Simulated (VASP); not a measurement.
# KF (R-3m) in VASP: notebook

Runs on KF. Level: PBE. Tasks: single point.

Program: VASP 6.6.1. These are calculated values, not measurements. Logs are shortened: lines on timing, memory, paths and dates and some standing lists are left out, and cuts for length are marked.

**1. The cell of the first run**

It takes space group R-3m (No. 166, trigonal). Conventional cell: a = 3.873 Å, b = 3.873 Å, c = 8.824 Å, α = 90.00°, β = 90.00°, γ = 120.00°. Within 3.5 Å of K (site symmetry -3m) lie 6 F at 2.68 Å. F (site symmetry -3m) has 6 K at 2.68 Å within 3.5 Å.

**2. Single point, PBE**

File INCAR:

```
PREC = Accurate
ENCUT = 520
EDIFF = 1E-7
ISMEAR = 0
SIGMA = 0.05
LREAL = False
LASPH = True
NELM = 80
ALGO = Normal
ISIF = 2
LWAVE = False
LCHARG = False
GGA = PE
NBANDS = 15
```

File KPOINTS:

```
regular mesh
0
Gamma
  8 8 8
```

File POSCAR:

```
KF
1.0
   -0.1278181870      2.6111429635      2.6111429635
    2.6111429635     -0.1278181870      2.6111429635
    2.6111429635      2.6111429635     -0.1278181870
K F
1 1
Direct
    0.0000000000      0.0000000000      0.0000000000
    0.5000000000      0.5000000000      0.5000000000
```

Potentials or basis: VASP PAW PBE potentials, release 64 (K_sv, F).

The run is started by

```bash
cat potpaw_PBE.64/K_sv/POTCAR potpaw_PBE.64/F/POTCAR > POTCAR
mpirun -np 1 vasp_std > vasp.out
```

OUTCAR:

```text
PREC = Accurate
   ENCUT = 520
   EDIFF = 1E-7
   ISMEAR = 0
   LREAL = False
   LASPH = True
   NELM = 80
   ISIF = 2
   GGA = PE

 ion  position               nearest neighbor table
   1  0.000  0.000  0.000-   2 2.68   2 2.68   2 2.68   2 2.68   2 2.68   2 2.68
   2  0.500  0.500  0.500-   1 2.68   1 2.68   1 2.68   1 2.68   1 2.68   1 2.68

  LATTYP: Found a trigonal (rhomboedric) cell.
 ALAT       =     3.6949252551
 COS(alpha) =     0.4505091948

  Lattice vectors:

 A1 = (  -0.1278181870,   2.6111429635,   2.6111429635)
 A2 = (   2.6111429635,  -0.1278181870,   2.6111429635)
 A3 = (   2.6111429635,   2.6111429635,  -0.1278181870)

Analysis of symmetry for initial positions (statically):
=====================================================================
 Subroutine PRICEL returns:
 Original cell was already a primitive cell.

 Routine SETGRP: Setting up the symmetry group for a
 trigonal (rhombohedral) supercell.

 Subroutine GETGRP returns: Found 12 space group operations
 (whereof 12 operations were pure point group operations)
 out of a pool of 12 trial point group operations.

The static configuration has the point symmetry D_3d.

Analysis of symmetry for dynamics (positions and initial velocities):
=====================================================================
 Subroutine PRICEL returns:
 Original cell was already a primitive cell.

 Routine SETGRP: Setting up the symmetry group for a
 trigonal (rhombohedral) supercell.

 Subroutine GETGRP returns: Found 12 space group operations
 (whereof 12 operations were pure point group operations)
 out of a pool of 12 trial point group operations.

The dynamic configuration has the point symmetry D_3d.

 Subroutine INISYM returns: Found 12 space group operations
 (whereof 12 operations are pure point group operations),
 and found     1 'primitive' translations

----------------------------------------------------------------------------------------

                                     Primitive cell

  volume of cell :      38.2182

  direct lattice vectors                    reciprocal lattice vectors
    -0.127818187  2.611142963  2.611142963    -0.177970833  0.187131096  0.187131096
     2.611142963 -0.127818187  2.611142963     0.187131096 -0.177970833  0.187131096
     2.611142963  2.611142963 -0.127818187     0.187131096  0.187131096 -0.177970833

  length of vectors
     3.694925255  3.694925255  3.694925255     0.318919601  0.318919601  0.318919601

  position of ions in fractional coordinates (direct lattice)
     0.000000000  0.000000000  0.000000000
     0.500000000  0.500000000  0.500000000

  ion indices of the primitive-cell ions
   primitive index   ion index
                 1           1
                 2           2

----------------------------------------------------------------------------------------

 KPOINTS: regular mesh

Automatic generation of k-mesh.
 Grid dimensions read from file:
 generate k-points for:    8    8    8

 Generating k-lattice:

  Cartesian coordinates                     Fractional coordinates (reciprocal lattice)
    -0.022246354  0.023391387  0.023391387     0.125000000  0.000000000 -0.000000000
     0.023391387 -0.022246354  0.023391387     0.000000000  0.125000000 -0.000000000
     0.023391387  0.023391387 -0.022246354     0.000000000  0.000000000  0.125000000

  Length of vectors
     0.039864950  0.039864950  0.039864950

  Shift w.r.t. Gamma in fractional coordinates (k-lattice)
     0.000000000  0.000000000  0.000000000

 Subroutine IBZKPT returns following result:
 ===========================================

 Found     65 irreducible k-points:

 Following reciprocal coordinates:
            Coordinates               Weight
  0.000000  0.000000  0.000000      1.000000
  0.125000  0.000000  0.000000      6.000000
  0.250000  0.000000  0.000000      6.000000
  0.375000  0.000000 -0.000000      6.000000
  0.500000  0.000000  0.000000      3.000000
  0.125000  0.125000  0.000000      6.000000
[... 16 lines left out ...]
  0.250000  0.125000  0.125000      6.000000
  0.375000  0.125000  0.125000      6.000000
 [... further k-points ...]
   k-points           NKPTS =     65   k-points in BZ     NKDIM =     65   number of bands    NBANDS=     15
   number of dos      NEDOS =    301   number of ions     NIONS =      2
   total plane-waves  NPLWV =  21952
   dimension x,y,z NGX =    28 NGY =   28 NGZ =   28
   dimension x,y,z NGXF=    56 NGYF=   56 NGZF=   56
   ions per type =               1   1
   NGX,Y,Z   is equivalent  to a cutoff of  12.60, 12.60, 12.60 a.u.
   NGXF,Y,Z  is equivalent  to a cutoff of  25.20, 25.20, 25.20 a.u.
 SYSTEM =  unknown system
   PREC   = accura    normal or accurate (medium, high low for compatibility)
   ISTART =      0    job   : 0-new  1-cont  2-samecut
   ICHARG =      2    charge: 1-file 2-atom 10-const
   ISPIN  =      1    spin polarized calculation?
   LNONCOLLINEAR =      F non collinear calculations
   LSORBIT =      F    spin-orbit coupling
   LASPH  =      T    aspherical Exc in radial PAW
   ENCUT  =  520.0 eV  38.22 Ry    6.18 a.u.   6.87  6.87  6.87*2*pi/ulx,y,z
   NELM   =     80;   NELMIN=  2; NELMDL= -5     # of ELM steps
   EDIFF  = 0.1E-06   stopping-criterion for ELM
   LREAL  =      F    real-space projection
   EDIFFG = 0.1E-05   stopping-criterion for IOM
   NSW    =      0    number of steps for IOM
   IBRION =     -1    ionic relax: 0-MD 1-quasi-New 2-CG
   NFREE  =      0    steps in history (QN), initial steepest desc. (CG)
   ISIF   =      2    stress and relaxation
   ISYM   =      2    0-nonsym 1-usesym 2-fastsym
   POTIM  = 0.5000    time-step for ionic-motion
   TEBEG  =    0.0;   TEEND  =   0.0 temperature during run
   PSTRESS=    0.0 pullay stress
   NELECT =      16.0000    total number of electrons
   NUPDOWN=      -1.0000    fix difference up-down
   EMIN   =  10.00;   EMAX   =-10.00  energy-range for DOS
   EFERMI =   0.00;   METHOD = LEGACY
   ISMEAR =     0;   SIGMA  =   0.05  broadening in eV -4-tet -1-fermi 0-gaus
   EFERMI_NEDOS =   21; number of points for ismear=-14 and -15
   IALGO  =     38    algorithm
   IMIX   =      4    mixing-type and parameters
     AMIX     =   0.40;   BMIX     =  1.00
     AMIX_MAG =   1.60;   BMIX_MAG =  1.00
  volume/ion in A,a.u.               =      19.11       128.95
  Fermi-wavevector in a.u.,A,eV,Ry     =   1.224686  2.314320 20.406766  1.499855
  Thomas-Fermi vector in A             =   2.359751
   LORBIT       =      0    0 simple, 1 ext, 2 COOP (PROOUT), +10 PAW based schemes
   GGA     = PE    functional components
   LHFCALC =     F    Hartree Fock is set to
   AEXX    =    0.0000 exact exchange contribution
   IVDW    =     0    specifies the selected vdW correction
   LEPSILON=     F    determine dielectric tensor
   LRPA    =     F    only Hartree local field effects (RPA)
 non-spin polarized calculation
 Gauss-broadening in eV      SIGMA  =   0.05
  energy-cutoff  :      520.00
  volume of cell :       38.22
 maximum number of plane-waves:      1054
   NGX = 13   NGY = 13   NGZ = 13

 number of electron      15.9999988 magnetization

 Free energy of the ion-electron system (eV)
  ---------------------------------------------------
  ext. energy  EPLUGINS =         0.00000000
  ---------------------------------------------------
  free energy    TOTEN  =        -8.28100528 eV

  energy without entropy =       -8.28100528  energy(sigma->0) =       -8.28100528

 E-fermi :  -2.4217     XC(G=0):  -8.3998

 val. band max:       -2.7511678150   @ k =   0.0000   0.0000   0.0000
 cond. band min:       3.3396889891   @ k =   0.0000   0.0000   0.0000
 fundamental gap:      6.0908568041
 Fermi energy:        -2.4216854656

 k-point     1 :       0.0000    0.0000    0.0000
  band No.  band energies     occupation
      1     -28.9720      2.00000
      2     -21.4542      2.00000
      3     -12.2286      2.00000
      4     -12.2286      2.00000
      5     -12.2035      2.00000
      6      -2.8149      2.00000
      7      -2.8149      2.00000
      8      -2.7512      2.00000
      9       3.3397      0.00000
     10       7.5965      0.00000
     11       7.5965      0.00000
     12       8.3775      0.00000
     13       9.5673      0.00000
     14       9.5673      0.00000
     15      14.1232      0.00000

 k-point     2 :       0.1250    0.0000    0.0000
  band No.  band energies     occupation
      1     -28.9591      2.00000
      2     -21.4670      2.00000
      3     -12.2633      2.00000
      4     -12.2300      2.00000
      5     -12.2136      2.00000
      6      -2.9469      2.00000
      7      -2.8675      2.00000
      8      -2.8026      2.00000
      9       3.7571      0.00000
     10       7.4604      0.00000
     11       7.7796      0.00000
     12       8.5171      0.00000
     13       9.7072      0.00000
     14       9.7168      0.00000
     15      14.8054      0.00000

 k-point     3 :       0.2500    0.0000    0.0000
  band No.  band energies     occupation
      1     -28.9279      2.00000
      2     -21.4981      2.00000
      3     -12.3568      2.00000
      4     -12.2333      2.00000
      5     -12.2270      2.00000
      6      -3.2396      2.00000
      7      -2.9919      2.00000
      8      -2.9105      2.00000
      9       4.7992      0.00000
     10       7.2250      0.00000
     11       8.2381      0.00000
     12       8.9722      0.00000
     13      10.1311      0.00000
     14      10.1868      0.00000
     15      15.6273      0.00000

 k-point     4 :       0.3750    0.0000   -0.0000
  band No.  band energies     occupation
      1     -28.8963      2.00000
      2     -21.5298      2.00000
      3     -12.4499      2.00000
      4     -12.2389      2.00000
      5     -12.2364      2.00000
      6      -3.4952      2.00000
      7      -3.1129      2.00000
      8      -3.0133      2.00000
      9       5.8530      0.00000
     10       7.3466      0.00000
     11       8.6959      0.00000
     12       9.4111      0.00000
     13      10.8299      0.00000
     14      10.9802      0.00000
     15      14.1432      0.00000
[... 307 lines left out ...]
 k-point    22 :       0.1250    0.1250    0.1250
  band No.  band energies     occupation
      1     -28.9557      2.00000
      2     -21.4636      2.00000
      3     -12.2588      2.00000
      4     -12.2375      2.00000
      5     -12.2375      2.00000
      6      -2.9005      2.00000
      7      -2.8770      2.00000
      8      -2.8770      2.00000
      9       3.8221      0.00000
     10       7.8603      0.00000
     11       7.8603      0.00000
     12       7.9604      0.00000
     13       9.6673      0.00000
     14       9.6673      0.00000
     15      15.0620      0.00000

 k-point    23 :       0.2500    0.1250    0.1250
  band No.  band energies     occupation
      1     -28.9353      2.00000
      2     -21.4790      2.00000
      3     -12.3218      2.00000
      4     -12.2807      2.00000
      5     -12.2225      2.00000
      6      -3.1356      2.00000
      7      -2.9907      2.00000
      8      -2.8277      2.00000
      9       4.4554      0.00000
     10       7.3227      0.00000
     11       8.0778      0.00000
     12       8.6889      0.00000
     13       9.8465      0.00000
     14       9.8868      0.00000
     15      15.9521      0.00000

 k-point    24 :       0.3750    0.1250    0.1250
  band No.  band energies     occupation
      1     -28.9043      2.00000
      2     -21.5054      2.00000
      3     -12.4174      2.00000
      4     -12.3177      2.00000
      5     -12.2261      2.00000
      6      -3.3723      2.00000
      7      -3.1073      2.00000
      8      -2.8799      2.00000
      9       5.5081      0.00000
     10       7.0303      0.00000
     11       8.5707      0.00000
     12       9.2170      0.00000
     13      10.2256      0.00000
     14      10.6521      0.00000
     15      15.2405      0.00000

 [... further k-points ...]
[... 5 lines left out ...]
  --------------------------------------------------------------------------------------
  -------------------------------------------------------------------------------------
  Total        0.3017552      0.3017552      0.3017552      0.1274908      0.1274908      0.1274908
  in kB       12.6501220     12.6501220     12.6501220      5.3446460      5.3446460      5.3446460
  external PRESSURE =      12.6501220 kB  Pullay stress =       0.0000000 kB

 VOLUME and BASIS-vectors are now :
 -----------------------------------------------------------------------------
  energy-cutoff  :      520.00
  volume of cell :       38.22
      direct lattice vectors                 reciprocal lattice vectors
    -0.127818187  2.611142963  2.611142963    -0.177970833  0.187131096  0.187131096
     2.611142963 -0.127818187  2.611142963     0.187131096 -0.177970833  0.187131096
     2.611142963  2.611142963 -0.127818187     0.187131096  0.187131096 -0.177970833

 POSITION                                       TOTAL-FORCE (eV/Angst)
 -----------------------------------------------------------------------------------
      0.00000      0.00000      0.00000         0.000000     -0.000000      0.000000
      2.54723      2.54723      2.54723        -0.000000      0.000000     -0.000000
 -----------------------------------------------------------------------------------
    total drift:                                0.000000      0.000000      0.000000

  FREE ENERGIE OF THE ION-ELECTRON SYSTEM (eV)
  ---------------------------------------------------
  free  energy   TOTEN  =        -8.2810052839 eV

  energy  without entropy=       -8.2810052839  energy(sigma->0) =       -8.28100528
```

Run time: 38 s. Hardware: 1 thread of Intel Xeon Platinum 8488C (Sapphire Rapids), shared host; peak memory 0.18 GiB.

What came out:

| Property | Result |
| --- | --- |
| Free energy | -8.2810 eV |
| Pressure | 1.3 GPa |
| Band gap on the k mesh | 6.09 eV, direct |

 A k mesh can miss the band edges.

**3. Single point, PBE**

This run uses another cell than the first one, of the same volume but with other edges.

File INCAR:

```
SYSTEM = KF
PREC = Accurate
ENCUT = 520
EDIFF = 1E-6
ISMEAR = 0
SIGMA = 0.05
LREAL = .FALSE.
LASPH = .TRUE.
NELM = 60
ALGO = Normal
ISIF = 2
LWAVE = .FALSE.
LCHARG = .FALSE.
GGA = PE
NBANDS = 15
```

File KPOINTS:

```
regular mesh
0
G
  8 8 8
  0 0 0
```

File POSCAR:

```
KF
1.0
    0.1389753142      2.7447624552      2.7447624552
    2.7447624552      0.1389753142      2.7447624552
    2.7447624552      2.7447624552      0.1389753142
K F
1 1
Direct
    0.0000000000      0.0000000000      0.0000000000
    0.5000000000      0.5000000000      0.5000000000
```

Potentials or basis: VASP PAW PBE potentials, release 64 (K_sv, F).

The run is started by

```bash
cat potpaw_PBE.64/K_sv/POTCAR potpaw_PBE.64/F/POTCAR > POTCAR
mpirun -np 1 vasp_std > vasp.out
```

It took 51 s on 1 thread of Intel Xeon Platinum 8488C (Sapphire Rapids), shared host; peak memory 0.18 GiB.

It converged, with:

* Free energy: -8.2771 eV
* Pressure: 1.2 GPa
* Band gap on the k mesh: 6.10 eV, direct

Stress tensor (GPa, compression positive):
```
 1.25 -0.79 -0.79
-0.79  1.25 -0.79
-0.79 -0.79  1.25
```

Levels at points of the mesh, in eV from the valence-band top:
| k point | band 4 | band 5 | band 6 | band 7 | band 8 | band 9 | band 10 | band 11 | band 12 | band 13 |
| --- | --- | --- | --- | --- | --- | --- | --- | --- | --- | --- |
| (0.00, 0.00, 0.00) | -9.45 | -9.45 | -0.08 | 0.00 | 0.00 | 6.10 | 10.15 | 10.84 | 10.84 | 12.34 |
| (0.50, 0.00, 0.00) | -9.52 | -9.49 | -0.83 | -0.47 | -0.34 | 9.05 | 10.62 | 11.72 | 12.38 | 14.05 |
| (0.50, 0.50, 0.00) | -9.68 | -9.65 | -0.26 | -0.12 | -0.06 | 8.14 | 10.21 | 11.76 | 13.47 | 14.06 |
| (0.50, 0.50, 0.50) | -9.47 | -9.47 | -0.83 | -0.28 | -0.28 | 8.78 | 10.34 | 11.89 | 11.89 | 14.18 |

 A k mesh can miss the band edges.
